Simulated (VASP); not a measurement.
# Te (Fd-3m) in VASP: further runs

Runs on Te. Level: PBEsol. Tasks: relaxation of cell and atoms.

All numbers are computed with VASP 6.6.1; they aren't measurements. Logs are shortened: lines on timing, memory, paths and dates and some standing lists are left out, and cuts for length are marked.

### Step 1. The cell of the first run

It takes space group Fd-3m (No. 227, cubic). Conventional cell: a = 6.156 Å, b = 6.156 Å, c = 6.156 Å, α = 90.00°, β = 90.00°, γ = 90.00°. Te (site symmetry -43m) has 4 Te at 2.67 Å within 3.5 Å.

This isn't the form of Te at room conditions, which is trigonal, of chains.

### Step 2. Relaxation of cell and atoms, PBEsol, target pressure 8.9 GPa, at which the enthalpy is minimised

Input file INCAR:

```
SYSTEM = Te
ALGO = Normal
EDIFF = 1E-7
EDIFFG = -0.005
ENCUT = 600
GGA = PS
IBRION = 2
ISIF = 3
ISMEAR = -1
LASPH = .True.
LCHARG = .False.
LREAL = .False.
LWAVE = .False.
NELM = 60
NSW = 60
PREC = Accurate
PSTRESS = 89.0
SIGMA = 0.1
```

Input file KPOINTS:

```
k-points
0
Gamma
  11 11 11
  0 0 0
```

Input file POSCAR:

```
Te
1.0
    0.0000000000      3.0780634705      3.0780634705
    3.0780634705      0.0000000000      3.0780634705
    3.0780634705      3.0780634705      0.0000000000
Te
2
Direct
   -0.1250000000     -0.1250000000     -0.1250000000
    0.1250000000      0.1250000000      0.1250000000
```

Potentials or basis: VASP PAW PBE potentials, release 64 (Te).

Launch:

```sh
> cat potpaw_PBE.64/Te/POTCAR > POTCAR
> mpirun -np 1 vasp_std > vasp.out
```

OUTCAR:

```text
SYSTEM = Te
   EDIFF = 1E-7
   EDIFFG = -0.005
   ENCUT = 600
   GGA = PS
   IBRION = 2
   ISIF = 3
   ISMEAR = -1
   LASPH = .True.
   LREAL = .False.
   NELM = 60
   NSW = 60
   PREC = Accurate
   PSTRESS = 89.0

 ion  position               nearest neighbor table
   1  0.875  0.875  0.875-   2 2.67   2 2.67   2 2.67   2 2.67
   2  0.125  0.125  0.125-   1 2.67   1 2.67   1 2.67   1 2.67

  LATTYP: Found a face centered cubic cell.
 ALAT       =     6.1561269410

  Lattice vectors:

 A1 = (   0.0000000000,   3.0780634705,   3.0780634705)
 A2 = (   3.0780634705,   0.0000000000,   3.0780634705)
 A3 = (   3.0780634705,   3.0780634705,   0.0000000000)

Analysis of symmetry for initial positions (statically):
=====================================================================
 Subroutine PRICEL returns:
 Original cell was already a primitive cell.

 Routine SETGRP: Setting up the symmetry group for a
 face centered cubic supercell.

 Subroutine GETGRP returns: Found 48 space group operations
 (whereof 12 operations were pure point group operations)
 out of a pool of 48 trial point group operations.

The static configuration has the point symmetry D_3d.
 The point group associated with its full space group is O_h .

Analysis of symmetry for dynamics (positions and initial velocities):
=====================================================================
 Subroutine PRICEL returns:
 Original cell was already a primitive cell.

 Routine SETGRP: Setting up the symmetry group for a
 face centered cubic supercell.

 Subroutine GETGRP returns: Found 48 space group operations
 (whereof 12 operations were pure point group operations)
 out of a pool of 48 trial point group operations.

The dynamic configuration has the point symmetry D_3d.
 The point group associated with its full space group is O_h .

 Subroutine INISYM returns: Found 48 space group operations
 (whereof 12 operations are pure point group operations),
 and found     1 'primitive' translations

----------------------------------------------------------------------------------------

                                     Primitive cell

  volume of cell :      58.3261

  direct lattice vectors                    reciprocal lattice vectors
     0.000000000  3.078063471  3.078063471    -0.162439795  0.162439795  0.162439795
     3.078063471  0.000000000  3.078063471     0.162439795 -0.162439795  0.162439795
     3.078063471  3.078063471  0.000000000     0.162439795  0.162439795 -0.162439795

  length of vectors
     4.353039106  4.353039106  4.353039106     0.281353979  0.281353979  0.281353979

  position of ions in fractional coordinates (direct lattice)
     0.875000000  0.875000000  0.875000000
     0.125000000  0.125000000  0.125000000

  ion indices of the primitive-cell ions
   primitive index   ion index
                 1           1
                 2           2

[... 73 lines left out ...]
   EDIFFG = -.5E-02   stopping-criterion for IOM
   NSW    =     60    number of steps for IOM
   IBRION =      2    ionic relax: 0-MD 1-quasi-New 2-CG
   NFREE  =      1    steps in history (QN), initial steepest desc. (CG)
   ISIF   =      3    stress and relaxation
   ISYM   =      2    0-nonsym 1-usesym 2-fastsym
   POTIM  = 0.5000    time-step for ionic-motion
   TEBEG  =    0.0;   TEEND  =   0.0 temperature during run
   PSTRESS=   89.0 pullay stress
   NELECT =      12.0000    total number of electrons
   NUPDOWN=      -1.0000    fix difference up-down
   EMIN   =  10.00;   EMAX   =-10.00  energy-range for DOS
   EFERMI =   0.00;   METHOD = LEGACY
   ISMEAR =    -1;   SIGMA  =   0.10  broadening in eV -4-tet -1-fermi 0-gaus
   EFERMI_NEDOS =   21; number of points for ismear=-14 and -15
   IALGO  =     38    algorithm
   IMIX   =      4    mixing-type and parameters
     AMIX     =   0.40;   BMIX     =  1.00
     AMIX_MAG =   1.60;   BMIX_MAG =  1.00
  volume/ion in A,a.u.               =      29.16       196.80
  Fermi-wavevector in a.u.,A,eV,Ry     =   0.966454  1.826332 12.708285  0.934033
  Thomas-Fermi vector in A             =   2.096256
   LORBIT       =      0    0 simple, 1 ext, 2 COOP (PROOUT), +10 PAW based schemes
   GGA     = PS    functional components
   LHFCALC =     F    Hartree Fock is set to
   AEXX    =    0.0000 exact exchange contribution
   IVDW    =     0    specifies the selected vdW correction
   LEPSILON=     F    determine dielectric tensor
   LRPA    =     F    only Hartree local field effects (RPA)
 conjugate gradient relaxation of ions
 non-spin polarized calculation
  energy-cutoff  :      600.00
  volume of cell :       58.33
 maximum number of plane-waves:      1968
   NGX = 17   NGY = 17   NGZ = 17

--------------------------------------- Ionic step        1  -------------------------------------------

 number of electron      11.9999999 magnetization

 Free energy of the ion-electron system (eV)
  ---------------------------------------------------
  ext. energy  EPLUGINS =         0.00000000
  ---------------------------------------------------
  free energy    TOTEN  =        -4.12763330 eV

  energy without entropy =       -4.06817185  energy(sigma->0) =       -4.09790257

 E-fermi :   8.2585     XC(G=0):  -9.7058

 val. band max:        8.2501403776   @ k =  -0.3636   0.2727   0.0909
 cond. band min:       8.2603971741   @ k =  -0.3636   0.0909   0.0000
 fundamental gap:      0.0102567964
 Fermi energy:         8.2584890955

 k-point     1 :       0.0000    0.0000    0.0000
  band No.  band energies     occupation
      1      -7.9942      2.00000
      2       1.4327      2.00000
      3       3.8732      2.00000
      4       3.8732      2.00000
      5       3.8732      2.00000
      6       6.9011      2.00000
      7       6.9011      2.00000
      8       6.9011      2.00000
      9      11.3737      0.00000
     10      13.8673      0.00000
[... 408 lines left out ...]
  energy  without entropy=       -5.7119700035  energy(sigma->0) =       -5.74230655

  enthalpy is  TOTEN    =        -1.6829186122 eV   P V=        4.0897244876

[... ionic steps 4 to 17 ...]

--------------------------------------- Ionic step       18  -------------------------------------------

 number of electron      12.0000000 magnetization

------------------------ aborting loop because EDIFF is reached ----------------------------------------
[... 71 lines left out ...]
--------------------------------------- Ionic step       20  -------------------------------------------

 number of electron      12.0000000 magnetization

 Free energy of the ion-electron system (eV)
  ---------------------------------------------------
  ext. energy  EPLUGINS =         0.00000000
  ---------------------------------------------------
  free energy    TOTEN  =        -5.71756747 eV

  energy without entropy =       -5.65716596  energy(sigma->0) =       -5.68736671

 E-fermi :   5.6032     XC(G=0):  -8.7433

 val. band max:        5.5826392582   @ k =  -0.4545   0.1818   0.0000
 cond. band min:       5.6092262885   @ k =   0.2727   0.1818   0.0909
 fundamental gap:      0.0265870303
 Fermi energy:         5.6031910495

 k-point     1 :       0.0000    0.0000    0.0000
  band No.  band energies     occupation
      1      -8.9002      2.00000
      2      -2.3343      2.00000
      3       1.8810      2.00000
      4       1.8810      2.00000
      5       1.8810      2.00000
      6       4.5881      1.99992
      7       4.5881      1.99992
      8       4.5881      1.99992
      9       8.9005      0.00000
     10      11.3213      0.00000
[... 332 lines left out ...]
  energy  without entropy=       -5.6571659612  energy(sigma->0) =       -5.68736671

  enthalpy is  TOTEN    =        -1.6859928499 eV   P V=        4.0315746187

 reached required accuracy - stopping structural energy minimisation
```

OSZICAR:

```text
N       E                     dE             d eps       ncg     rms          rms(c)
DAV:   1     0.517084341090E+02    0.51708E+02   -0.49546E+03  1120   0.108E+03
DAV:   2    -0.130331000164E+01   -0.53012E+02   -0.51154E+02  1532   0.140E+02
DAV:   3    -0.411722733629E+01   -0.28139E+01   -0.27495E+01  1480   0.372E+01
DAV:   4    -0.415655508874E+01   -0.39328E-01   -0.39252E-01  1334   0.497E+00
[... 123 lines left out ...]
DAV:   1    -0.571758453707E+01   -0.29914E-02   -0.33496E-04  1164   0.996E-02    0.217E-02
DAV:   2    -0.571757286595E+01    0.11671E-04   -0.14099E-05  1132   0.258E-02    0.109E-02
DAV:   3    -0.571756777560E+01    0.50903E-05   -0.82033E-06  1156   0.153E-02    0.137E-02
DAV:   4    -0.571756742656E+01    0.34905E-06   -0.62101E-07  1358   0.451E-03    0.173E-02
DAV:   5    -0.571756746866E+01   -0.42103E-07   -0.22463E-08   562   0.130E-03
  20 F= -.16859928E+01 E0= -.16557921E+01  d E =-.250630E-04
```

CONTCAR:

```text
Te
   1.00000000000000
    -0.0000000000000000    3.3107147280256575    3.3107147280256575
     3.3107147280256575    0.0000000000000000    3.3107147280256575
     3.3107147280256575    3.3107147280256575   -0.0000000000000000
  Te
     2
Direct
     0.8750000000000000    0.8750000000000000    0.8750000000000000
     0.1250000000000000    0.1250000000000000    0.1250000000000000

  0.00000000E+00  0.00000000E+00  0.00000000E+00
  0.00000000E+00  0.00000000E+00  0.00000000E+00
```

Run time: 2 min. Hardware: 1 thread of Intel Xeon 6975P-C (Granite Rapids), shared host; peak memory 0.23 GiB.

Results:

| Item | Value |
| --- | --- |
| Free energy | -5.7176 eV |
| Relaxed volume | 36.29 Å³/atom |
| Relaxed cell | a = 4.682 Å, b = 4.682 Å, c = 4.682 Å, α = 60.00°, β = 60.00°, γ = 60.00° |
| Space group after relaxing (to 0.1 Å) | Fd-3m (No. 227) |
| Energy change on relaxing (the run minimises the enthalpy) | -795.0 meV/atom |
| Ionic steps | 20 |
| Pressure after relaxing | 8.9 GPa |
| Band gap on the k mesh | zero (bands 6 and 7 overlap by 1.40 eV) |

Step by step:
| step | energy change (eV) | largest force (eV/Å) | pressure (GPa) | volume (Å³) |
| --- | --- | --- | --- | --- |
| 1 | 0.0000 | 0.0000 | 30.22 | 58.33 |
| 2 | -1.8695 | 0.0000 | -2.49 | 97.60 |
| 3 | -1.6450 | 0.0000 | 7.98 | 73.62 |
| 4 | -1.6009 | 0.0000 | 8.71 | 72.78 |
| 5 | -1.5837 | 0.0000 | 8.99 | 72.47 |
| 6 | -1.5838 | 0.0000 | 8.99 | 72.47 |
| 7 | -1.5840 | 0.0000 | 8.99 | 72.47 |
| 8 | -1.5840 | 0.0000 | 8.99 | 72.47 |
| 9 | -1.5840 | 0.0000 | 8.99 | 72.47 |
| 10 | -1.5840 | 0.0000 | 8.99 | 72.47 |
| 11 | -1.5840 | 0.0000 | 8.99 | 72.47 |
| 12 | -1.5840 | 0.0000 | 8.99 | 72.47 |
| 13 | -1.5840 | 0.0000 | 8.99 | 72.47 |
| 14 | -1.5841 | 0.0000 | 8.99 | 72.47 |
| 15 | -1.5842 | 0.0000 | 8.99 | 72.47 |
| 16 | -1.5843 | 0.0000 | 8.99 | 72.48 |
| 17 | -1.5847 | 0.0000 | 8.98 | 72.48 |
| 18 | -1.5855 | 0.0000 | 8.96 | 72.50 |
| 19 | -1.5870 | 0.0000 | 8.94 | 72.52 |
| 20 | -1.5899 | 0.0000 | 8.89 | 72.58 |

Final structure:
```
CELL_PARAMETERS angstrom
0.00000 3.31071 3.31071
3.31071 0.00000 3.31071
3.31071 3.31071 0.00000
ATOMIC_POSITIONS crystal
Te 0.87500 0.87500 0.87500
Te 0.12500 0.12500 0.12500
```

Caveat: the cell is relaxed towards a set pressure, so the run minimises the enthalpy, not the energy; the volume moved by over 15 % at a fixed basis, so the end points are rough; the PAW data sets were made with another functional, which shifts forces and pressure a little; spin-orbit coupling is left out, which moves the levels of the heavy elements.

### Step 3. Relaxation of cell and atoms, PBEsol, target pressure 8.9 GPa, at which the enthalpy is minimised

This run uses another cell than the first one, of 36.21 Å³/atom.

Input file INCAR:

```
PREC     = Accurate       # precision mode
ENCUT    = 600            # plane-wave cutoff, eV
EDIFF    = 1E-6           # SCF threshold, eV
ISMEAR   = -1             # smearing method
SIGMA    = 0.1            # smearing width, eV
LREAL    = F              # projectors in reciprocal space
LASPH    = T              # aspherical terms in the spheres
NELM     = 100            # most SCF steps
ALGO     = Normal         # electronic algorithm
ISIF     = 3              # what is computed and relaxed
LWAVE    = F              # write WAVECAR
LCHARG   = F              # write CHGCAR
GGA      = PS             # functional
IBRION   = 2              # ionic algorithm
NSW      = 32             # ionic steps
EDIFFG   = -0.005         # ionic threshold
PSTRESS  = 89.0
```

Input file KPOINTS:

```
regular mesh
0
Gamma
  11 11 11
```

Input file POSCAR:

```
Te
1.0
    0.0000000000      3.3084078775      3.3084078775
    3.3084078775      0.0000000000      3.3084078775
    3.3084078775      3.3084078775      0.0000000000
Te
2
Direct
   -0.1250000000     -0.1250000000     -0.1250000000
    0.1250000000      0.1250000000      0.1250000000
```

Potentials or basis: VASP PAW PBE potentials, release 64 (Te).

Launch:

```sh
> cat potpaw_PBE.64/Te/POTCAR > POTCAR
> mpirun -np 1 vasp_std > vasp.out
```

Wall time 38 s (1 thread of Intel Xeon 6975P-C (Granite Rapids), shared host); peak memory 0.26 GiB.

The run converged. Its results:

- Free energy: -5.7172 eV
- Relaxed volume: 36.28 Å³/atom
- Relaxed cell: a = 4.682 Å, b = 4.682 Å, c = 4.682 Å, α = 60.00°, β = 60.00°, γ = 60.00°
- Space group after relaxing (to 0.1 Å): Fd-3m (No. 227)
- Energy change on relaxing (the run minimises the enthalpy): -3.8 meV/atom
- Ionic steps: 3
- Pressure after relaxing: 8.9 GPa
- Band gap on the k mesh: zero (bands 6 and 7 overlap by 1.40 eV)

The path:
```tsv
step	energy change (eV)	largest force (eV/Å)	pressure (GPa)	volume (Å³)
1	0.0000	0.0000	9.03	72.42
2	-0.0169	0.0000	8.76	72.73
3	-0.0076	0.0000	8.90	72.56
```

Final structure:
```xyz
2
Lattice="0.0000 3.3105 3.3105 3.3105 0.0000 3.3105 3.3105 3.3105 0.0000" Properties=species:S:1:pos:R:3 pbc="T T T"
Te    5.7933    5.7933    5.7933
Te    0.8276    0.8276    0.8276
```

Levels at points of the mesh, in eV from the Fermi level:
| k point | band 4 | band 5 | band 6 | band 7 | band 8 | band 9 |
| --- | --- | --- | --- | --- | --- | --- |
| (0.00, 0.00, 0.00) | -3.72 | -3.72 | -1.02 | -1.02 | -1.02 | 3.30 |

Caveat: the cell is relaxed towards a set pressure, so the run minimises the enthalpy, not the energy; the PAW data sets were made with another functional, which shifts forces and pressure a little; spin-orbit coupling is left out, which moves the levels of the heavy elements.
